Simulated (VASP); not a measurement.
A run of VASP 6.6.1 is set up as follows.

INCAR

```
  PREC = Accurate
  ENCUT = 520
  EDIFF = 1E-6
  ISMEAR = 0
  SIGMA = 0.1
  LREAL = False
  LASPH = True
  NELM = 80
  ALGO = Normal
  ISIF = 2
  LWAVE = False
  LCHARG = False
  GGA = PE
  NBANDS = 28
```

File KPOINTS:

```
regular mesh
0
Gamma
  4 4 4
```

File POSCAR:

```
SiBr5
1.0
    0.0000000000      5.3044801113      5.3044801113
    5.3044801113      0.0000000000      5.3044801113
    5.3044801113      5.3044801113      0.0000000000
Si Br
1 5
Direct
    0.7500000000      0.7500000000      0.7500000000
    0.2500000000      0.2500000000      0.2500000000
    0.8698938575      0.8698938575      0.8698938575
    0.8698938575      0.8698938575      0.3903184275
    0.8698938575      0.3903184275      0.8698938575
    0.3903184275      0.8698938575      0.8698938575
```

Potentials or basis: VASP PAW PBE potentials, release 64 (Si, Br).

The run is started by

```console
$ cat potpaw_PBE.64/Si/POTCAR potpaw_PBE.64/Br/POTCAR > POTCAR
$ mpirun -np 1 vasp_std > vasp.out
```

Task: What does it give for the band gap on the k mesh?

Result: Zero (an odd number of electrons rules out a gap without spin polarisation).

Task: Predict the largest force.

Result: 0.057 eV/Å.

Forces in eV/Å, atoms in the order of the input:
```
Si   0.000  0.000  0.000
Br   0.000  0.000  0.000
Br   0.033  0.033  0.033
Br  -0.033 -0.033  0.033
Br  -0.033  0.033 -0.033
Br   0.033 -0.033 -0.033
```

Caveat: an odd number of electrons without spin polarisation forces a metal; a magnetic or distorted state may lie lower.
